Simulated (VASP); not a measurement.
# ZnPb2N2 (P-3m1) in VASP: notebook

Runs on ZnPb2N2. Level: PBE. Tasks: single point, relaxation of cell and atoms.

All numbers are computed with VASP 6.6.1; they aren't measurements. Logs are shortened: lines on timing, memory, paths and dates and some standing lists are left out, and cuts for length are marked.

### Step 1. The cell of the first run

It takes space group P-3m1 (No. 164, trigonal). Conventional cell: a = 3.672 Å, b = 3.672 Å, c = 9.293 Å, α = 90.00°, β = 90.00°, γ = 120.00°. Zn (site symmetry -3m) has 2 N at 1.83 Å within 2.4 Å. Pb (site symmetry 3m) has 3 N at 2.37 Å within 3.1 Å. N (site symmetry 3m) has 1 Zn at 1.83 Å and 3 Pb at 2.37 Å within 2.4 Å.

### Step 2. Single point, PBE

The input, INCAR:

```
PREC     = Accurate       # precision mode
ENCUT    = 520            # plane-wave cutoff, eV
EDIFF    = 1E-6           # SCF threshold, eV
ISMEAR   = -1             # smearing method
SIGMA    = 0.05           # smearing width, eV
LREAL    = False          # projectors in reciprocal space
LASPH    = True           # aspherical terms in the spheres
NELM     = 60             # most SCF steps
ALGO     = Normal         # electronic algorithm
ISIF     = 2              # what is computed and relaxed
LWAVE    = False          # write WAVECAR
LCHARG   = False          # write CHGCAR
GGA      = PE             # functional
NBANDS   = 33             # bands
```

The input, KPOINTS:

```
Automatic mesh
0
Gamma
  7 7 3
```

The input, POSCAR:

```
ZnPb2N2
1.0
    3.6718726624      0.0000000000      0.0000000000
   -1.8359363312      3.1799350051      0.0000000000
    0.0000000000      0.0000000000      9.2926823743
Zn Pb N
1 2 2
Direct
    0.0000000000      0.0000000000      0.5000000000
    0.6666666667      0.3333333333      0.1887098026
    0.3333333333      0.6666666667      0.8112901974
    0.0000000000      0.0000000000      0.6968958594
    0.0000000000      0.0000000000      0.3031041406
```

Potentials or basis: VASP PAW PBE potentials, release 64 (Zn, Pb_d, N).

On the command line:

```sh
> cat potpaw_PBE.64/Zn/POTCAR potpaw_PBE.64/Pb_d/POTCAR potpaw_PBE.64/N/POTCAR > POTCAR
> mpirun -np 1 vasp_std > vasp.out
```

OUTCAR:

```text
PREC = Accurate
   ENCUT = 520
   EDIFF = 1E-6
   ISMEAR = -1
   LREAL = False
   LASPH = True
   NELM = 60
   ISIF = 2
   GGA = PE

 ion  position               nearest neighbor table
   1  0.000  0.000  0.500-   4 1.83   5 1.83   2 3.59   3 3.59   3 3.59   2 3.59   2 3.59   3 3.59

   2  0.667  0.333  0.189-   5 2.37   5 2.37   5 2.37   1 3.59   1 3.59   1 3.59   3 4.10   3 4.10
                             3 4.10
   3  0.333  0.667  0.811-   4 2.37   4 2.37   4 2.37   1 3.59   1 3.59   1 3.59   2 4.10   2 4.10
                             2 4.10
   4  0.000  0.000  0.697-   1 1.83   3 2.37   3 2.37   3 2.37
   5  0.000  0.000  0.303-   1 1.83   2 2.37   2 2.37   2 2.37

  LATTYP: Found a hexagonal cell.
 ALAT       =     3.6718726624
 C/A-ratio  =     2.5307746833

  Lattice vectors:

 A1 = (   3.6718726624,   0.0000000000,   0.0000000000)
 A2 = (  -1.8359363312,   3.1799350051,   0.0000000000)
 A3 = (   0.0000000000,   0.0000000000,   9.2926823743)

Analysis of symmetry for initial positions (statically):
=====================================================================
 Subroutine PRICEL returns:
 Original cell was already a primitive cell.

 Routine SETGRP: Setting up the symmetry group for a
 hexagonal supercell.

 Subroutine GETGRP returns: Found 12 space group operations
 (whereof 12 operations were pure point group operations)
 out of a pool of 24 trial point group operations.

The static configuration has the point symmetry D_3d.

Analysis of symmetry for dynamics (positions and initial velocities):
=====================================================================
 Subroutine PRICEL returns:
 Original cell was already a primitive cell.

 Routine SETGRP: Setting up the symmetry group for a
 hexagonal supercell.

 Subroutine GETGRP returns: Found 12 space group operations
 (whereof 12 operations were pure point group operations)
 out of a pool of 24 trial point group operations.

The dynamic configuration has the point symmetry D_3d.

 Subroutine INISYM returns: Found 12 space group operations
 (whereof 12 operations are pure point group operations),
 and found     1 'primitive' translations

----------------------------------------------------------------------------------------

                                     Primitive cell

  volume of cell :     108.5043

  direct lattice vectors                    reciprocal lattice vectors
     3.671872662  0.000000000  0.000000000     0.272340599  0.157235918  0.000000000
    -1.835936331  3.179935005  0.000000000     0.000000000  0.314471836  0.000000000
     0.000000000  0.000000000  9.292682374     0.000000000  0.000000000  0.107611555

  length of vectors
     3.671872662  3.671872662  9.292682374     0.314471836  0.314471836  0.107611555

  position of ions in fractional coordinates (direct lattice)
     0.000000000  0.000000000  0.500000000
     0.666666667  0.333333333  0.188709803
     0.333333333  0.666666667  0.811290197
     0.000000000  0.000000000  0.696895859
     0.000000000  0.000000000  0.303104141

  ion indices of the primitive-cell ions
   primitive index   ion index
                 1           1
                 2           2
                 3           3
                 4           4
                 5           5

----------------------------------------------------------------------------------------

 KPOINTS: Automatic mesh

Automatic generation of k-mesh.
 Grid dimensions read from file:
 generate k-points for:    7    7    3

 Generating k-lattice:

  Cartesian coordinates                     Fractional coordinates (reciprocal lattice)
     0.038905800  0.022462274  0.000000000     0.142857143  0.000000000  0.000000000
     0.000000000  0.044924548  0.000000000     0.000000000  0.142857143  0.000000000
     0.000000000  0.000000000  0.035870518     0.000000000  0.000000000  0.333333333

  Length of vectors
     0.044924548  0.044924548  0.035870518

  Shift w.r.t. Gamma in fractional coordinates (k-lattice)
     0.000000000  0.000000000  0.000000000

 Subroutine IBZKPT returns following result:
 ===========================================

 Found     20 irreducible k-points:

 Following reciprocal coordinates:
            Coordinates               Weight
  0.000000  0.000000  0.000000      1.000000
  0.142857 -0.000000  0.000000      6.000000
  0.285714  0.000000  0.000000      6.000000
  0.428571 -0.000000  0.000000      6.000000
  0.142857  0.142857  0.000000      6.000000
  0.285714  0.142857  0.000000     12.000000
[... 12 lines left out ...]
  0.428571  0.142857  0.333333     12.000000
  0.285714  0.285714  0.333333     12.000000
   k-points           NKPTS =     20   k-points in BZ     NKDIM =     20   number of bands    NBANDS=     33
   number of dos      NEDOS =    301   number of ions     NIONS =      5
   total plane-waves  NPLWV =  54880
   dimension x,y,z NGX =    28 NGY =   28 NGZ =   70
   dimension x,y,z NGXF=    56 NGYF=   56 NGZF=  140
   ions per type =               1   2   2
   NGX,Y,Z   is equivalent  to a cutoff of  12.68, 12.68, 12.52 a.u.
   NGXF,Y,Z  is equivalent  to a cutoff of  25.35, 25.35, 25.05 a.u.
 SYSTEM =  unknown system
   PREC   = accura    normal or accurate (medium, high low for compatibility)
   ISTART =      0    job   : 0-new  1-cont  2-samecut
   ICHARG =      2    charge: 1-file 2-atom 10-const
   ISPIN  =      1    spin polarized calculation?
   LNONCOLLINEAR =      F non collinear calculations
   LSORBIT =      F    spin-orbit coupling
   LASPH  =      T    aspherical Exc in radial PAW
   ENCUT  =  520.0 eV  38.22 Ry    6.18 a.u.   6.83  6.83 17.28*2*pi/ulx,y,z
   NELM   =     60;   NELMIN=  2; NELMDL= -5     # of ELM steps
   EDIFF  = 0.1E-05   stopping-criterion for ELM
   LREAL  =      F    real-space projection
   EDIFFG = 0.1E-04   stopping-criterion for IOM
   NSW    =      0    number of steps for IOM
   IBRION =     -1    ionic relax: 0-MD 1-quasi-New 2-CG
   NFREE  =      0    steps in history (QN), initial steepest desc. (CG)
   ISIF   =      2    stress and relaxation
   ISYM   =      2    0-nonsym 1-usesym 2-fastsym
   POTIM  = 0.5000    time-step for ionic-motion
   TEBEG  =    0.0;   TEEND  =   0.0 temperature during run
   PSTRESS=    0.0 pullay stress
   NELECT =      50.0000    total number of electrons
   NUPDOWN=      -1.0000    fix difference up-down
   EMIN   =  10.00;   EMAX   =-10.00  energy-range for DOS
   EFERMI =   0.00;   METHOD = LEGACY
   ISMEAR =    -1;   SIGMA  =   0.05  broadening in eV -4-tet -1-fermi 0-gaus
   EFERMI_NEDOS =   21; number of points for ismear=-14 and -15
   IALGO  =     38    algorithm
   IMIX   =      4    mixing-type and parameters
     AMIX     =   0.40;   BMIX     =  1.00
     AMIX_MAG =   1.60;   BMIX_MAG =  1.00
  volume/ion in A,a.u.               =      21.70       146.44
  Fermi-wavevector in a.u.,A,eV,Ry     =   1.264491  2.389542 21.754876  1.598938
  Thomas-Fermi vector in A             =   2.397794
   LORBIT       =      0    0 simple, 1 ext, 2 COOP (PROOUT), +10 PAW based schemes
   GGA     = PE    functional components
   LHFCALC =     F    Hartree Fock is set to
   AEXX    =    0.0000 exact exchange contribution
   IVDW    =     0    specifies the selected vdW correction
   LEPSILON=     F    determine dielectric tensor
   LRPA    =     F    only Hartree local field effects (RPA)
 non-spin polarized calculation
  energy-cutoff  :      520.00
  volume of cell :      108.50
 maximum number of plane-waves:      2939
 NGX is ok and might be reduce to    28
   NGX = 13   NGY = 13   NGZ = 35

 number of electron      49.9999991 magnetization

 Free energy of the ion-electron system (eV)
  ---------------------------------------------------
  ext. energy  EPLUGINS =         0.00000000
  ---------------------------------------------------
  free energy    TOTEN  =       -23.14061380 eV

  energy without entropy =      -23.14057513  energy(sigma->0) =      -23.14059447

 E-fermi :   4.2667     XC(G=0):  -9.4867

 val. band max:        3.8924146076   @ k =   0.1429   0.1429   0.0000
 cond. band min:       4.5596741679   @ k =   0.0000   0.0000   0.0000
 fundamental gap:      0.6672595602
 Fermi energy:         4.2666886978

 k-point     1 :       0.0000    0.0000    0.0000
  band No.  band energies     occupation
      1     -12.3563      2.00000
      2     -12.3495      2.00000
      3     -12.3099      2.00000
      4     -12.3099      2.00000
      5     -12.3067      2.00000
      6     -12.3067      2.00000
[... 25 lines left out ...]
     32      10.7923      0.00000
     33      13.5583      0.00000

 k-point     2 :       0.1429   -0.0000    0.0000
  band No.  band energies     occupation
      1     -12.4221      2.00000
      2     -12.4086      2.00000
      3     -12.2808      2.00000
      4     -12.2783      2.00000
      5     -12.2746      2.00000
      6     -12.2730      2.00000
[... 25 lines left out ...]
     32      10.9626      0.00000
     33      12.2398      0.00000

 k-point     3 :       0.2857    0.0000    0.0000
  band No.  band energies     occupation
      1     -12.5600      2.00000
      2     -12.5334      2.00000
      3     -12.2609      2.00000
      4     -12.2549      2.00000
      5     -12.2245      2.00000
      6     -12.2088      2.00000
[... 25 lines left out ...]
     32      10.6359      0.00000
     33      11.1157      0.00000

 k-point     4 :       0.4286   -0.0000    0.0000
  band No.  band energies     occupation
      1     -12.6586      2.00000
      2     -12.6246      2.00000
      3     -12.2851      2.00000
      4     -12.2787      2.00000
      5     -12.2196      2.00000
      6     -12.1959      2.00000
[... 529 lines left out ...]
     32       9.4988      0.00000
     33      10.8331      0.00000

 k-point    19 :       0.4286    0.1429    0.3333
  band No.  band energies     occupation
      1     -12.6512      2.00000
      2     -12.6255      2.00000
      3     -12.2691      2.00000
      4     -12.2645      2.00000
      5     -12.2370      2.00000
      6     -12.2139      2.00000
[... 25 lines left out ...]
     32       9.3748      0.00000
     33      11.0443      0.00000

 k-point    20 :       0.2857    0.2857    0.3333
  band No.  band energies     occupation
      1     -12.6317      2.00000
      2     -12.6044      2.00000
      3     -12.2549      2.00000
      4     -12.2474      2.00000
      5     -12.2245      2.00000
      6     -12.2089      2.00000
[... 25 lines left out ...]
     32       9.6215      0.00000
     33       9.8342      0.00000

------------------------ aborting loop because EDIFF is reached ----------------------------------------

  FORCE on cell =-STRESS in cart. coord.  units (eV):
  Direction    XX          YY          ZZ          XY          YZ          ZX
  --------------------------------------------------------------------------------------
  -------------------------------------------------------------------------------------
  Total       -0.0265795     -0.0265795      0.4155236      0.0000000      0.0000000      0.0000000
  in kB       -0.3924733     -0.3924733      6.1356317      0.0000000      0.0000000      0.0000000
  external PRESSURE =       1.7835617 kB  Pullay stress =       0.0000000 kB

 VOLUME and BASIS-vectors are now :
 -----------------------------------------------------------------------------
  energy-cutoff  :      520.00
  volume of cell :      108.50
      direct lattice vectors                 reciprocal lattice vectors
     3.671872662  0.000000000  0.000000000     0.272340599  0.157235918  0.000000000
    -1.835936331  3.179935005  0.000000000     0.000000000  0.314471836  0.000000000
     0.000000000  0.000000000  9.292682374     0.000000000  0.000000000  0.107611555

 POSITION                                       TOTAL-FORCE (eV/Angst)
 -----------------------------------------------------------------------------------
      0.00000      0.00000      4.64634        -0.000000      0.000000      0.000000
      1.83594      1.05998      1.75362         0.000000     -0.000000     -0.018912
     -0.00000      2.11996      7.53906        -0.000000      0.000000      0.018912
      0.00000      0.00000      6.47603        -0.000000      0.000000      0.102835
      0.00000      0.00000      2.81665         0.000000     -0.000000     -0.102835
 -----------------------------------------------------------------------------------
    total drift:                                0.000000     -0.000000     -0.000000

  FREE ENERGIE OF THE ION-ELECTRON SYSTEM (eV)
  ---------------------------------------------------
  free  energy   TOTEN  =       -23.1406138031 eV

  energy  without entropy=      -23.1405751315  energy(sigma->0) =      -23.14059447
```

It took 66 s on 1 thread of Intel Xeon Platinum 8124M at 3.00GHz (Skylake/Cascade Lake), shared host; peak memory 0.26 GiB.

Results:

```
Free energy            : -23.1406 eV
Pressure               : 0.2 GPa
Largest force          : 0.103 eV/Å
Band gap on the k mesh : 0.67 eV (least direct gap 1.37 eV)
```

Forces on the atoms (eV/Å):
```
Zn   0.000  0.000  0.000
Pb   0.000  0.000 -0.019
Pb   0.000  0.000  0.019
N    0.000  0.000  0.103
N    0.000  0.000 -0.103
```

Stress tensor (GPa, compression positive):
```
-0.04  0.00  0.00
 0.00 -0.04  0.00
 0.00  0.00  0.61
```

Levels at points of the mesh, in eV from the valence-band top:
| k point | band 23 | band 24 | band 25 | band 26 | band 27 | band 28 |
| --- | --- | --- | --- | --- | --- | --- |
| (0.00, 0.00, 0.00) | -0.85 | -0.70 | -0.70 | 0.67 | 3.41 | 4.00 |

Caveat: spin-orbit coupling is left out, which moves the levels of the heavy elements. A k mesh can miss the band edges.

### Step 3. Relaxation of cell and atoms, PBE

The input, INCAR:

```
SYSTEM = ZnPb2N2
PREC     = Accurate       ! precision mode
ENCUT    = 600            ! plane-wave cutoff, eV
EDIFF    = 1E-7           ! SCF threshold, eV
ISMEAR   = -1             ! smearing method
SIGMA    = 0.05           ! smearing width, eV
LREAL    = .False.        ! projectors in reciprocal space
LASPH    = .True.         ! aspherical terms in the spheres
NELM     = 80             ! most SCF steps
ALGO     = Normal         ! electronic algorithm
ISIF     = 3              ! what is computed and relaxed
LWAVE    = .False.        ! write WAVECAR
LCHARG   = .False.        ! write CHGCAR
GGA      = PE             ! functional
IBRION   = 2              ! ionic algorithm
NSW      = 80             ! ionic steps
EDIFFG   = -0.01          ! ionic threshold
```

The input, KPOINTS:

```
Automatic mesh
0
Gamma
  7 7 3
  0 0 0
```

The input, POSCAR:

```
ZnPb2N2
1.0
    3.6736460000      0.0000000000      0.0000000000
   -1.8368230000      3.1814707605      0.0000000000
    0.0000000000      0.0000000000      9.2671570000
Zn Pb N
1 2 2
Direct
    0.0000000000      0.0000000000      0.5000000000
    0.6666666667      0.3333333333      0.1869300000
    0.3333333333      0.6666666667      0.8130700000
    0.0000000000      0.0000000000      0.6983200000
    0.0000000000      0.0000000000      0.3016800000
```

Potentials or basis: VASP PAW PBE potentials, release 64 (Zn, Pb_d, N).

On the command line:

```sh
> cat potpaw_PBE.64/Zn/POTCAR potpaw_PBE.64/Pb_d/POTCAR potpaw_PBE.64/N/POTCAR > POTCAR
> mpirun -np 1 vasp_std > vasp.out
```

It took 3.5 min on 1 thread of Intel Xeon Platinum 8124M at 3.00GHz (Skylake/Cascade Lake), shared host; peak memory 0.31 GiB.

It converged, with:

| Item | Value |
| --- | --- |
| Free energy | -23.1447 eV |
| Relaxed volume | 21.63 Å³/atom |
| Relaxed cell | a = 3.673 Å, b = 3.673 Å, c = 9.260 Å, α = 90.00°, β = 90.00°, γ = 120.00° |
| Space group after relaxing (to 0.1 Å) | P-3m1 (No. 164) |
| Energy gained by relaxing | 0.0 meV/atom |
| Ionic steps | 3 |
| Pressure after relaxing | 0.0 GPa |
| Largest force after relaxing | 0.004 eV/Å |
| Band gap on the k mesh | 0.65 eV (least direct gap 1.38 eV) |

Forces on the atoms (eV/Å):
```
Zn   0.000  0.000  0.000
Pb   0.000  0.000  0.004
Pb   0.000  0.000 -0.004
N    0.000  0.000  0.003
N    0.000  0.000 -0.003
```

Final structure:
```xyz
5
Lattice="3.6726 0.0000 0.0000 -1.8363 3.1806 0.0000 0.0000 0.0000 9.2603" Properties=species:S:1:pos:R:3 pbc="T T T"
Zn    0.0000    0.0000    4.6302
Pb    1.8363    1.0602    1.7316
Pb    0.0000    2.1204    7.5288
N     3.6726    0.0000    6.4663
N     0.0000    0.0000    2.7940
```

Levels at points of the mesh, in eV from the valence-band top:
```tsv
k point	band 22	band 23	band 24	band 25	band 26	band 27	band 28	band 29
(0.00, 0.00, 0.00)	-1.19	-0.86	-0.72	-0.72	0.65	3.46	3.94	6.47
```

Caveat: spin-orbit coupling is left out, which moves the levels of the heavy elements. A k mesh can miss the band edges.
